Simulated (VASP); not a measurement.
Here is a VASP 6.6.1 calculation.

INCAR

```
SYSTEM = GaN
  PREC = Accurate
  ENCUT = 520
  EDIFF = 1E-6
  ISMEAR = 0
  SIGMA = 0.05
  LREAL = .False.
  LASPH = .True.
  NELM = 60
  ALGO = Normal
  ISIF = 2
  LWAVE = .False.
  LCHARG = .False.
  GGA = PE
  NBANDS = 26
```

Contents of KPOINTS:

```
regular mesh
0
Gamma
  8 8 5
  0 0 0
```

File POSCAR:

```
GaN
1.0
    3.1889999985      0.0000000000      0.0000000000
   -1.5944999992      2.7617550113      0.0000000000
    0.0000000000      0.0000000000      5.1538900000
Ga N
2 2
Direct
    0.3333333333      0.6666666667     -0.0005140193
    0.6666666667      0.3333333333      0.4994859807
    0.3333333333      0.6666666667      0.3775140193
    0.6666666667      0.3333333333      0.8775140193
```

Potentials or basis: VASP PAW PBE potentials, release 64 (Ga_d, N).

The run is started by

```bash
$ cat potpaw_PBE.64/Ga_d/POTCAR potpaw_PBE.64/N/POTCAR > POTCAR
$ mpirun -np 1 vasp_std > vasp.out
```

Q: What does it give for the band gap on the k mesh?

A: 1.98 eV, direct.

Q: Estimate the pressure.

A: 6.7 GPa.

Stress tensor (GPa, compression positive):
```
5.91 0.00 0.00
0.00 5.91 0.00
0.00 0.00 8.24
```
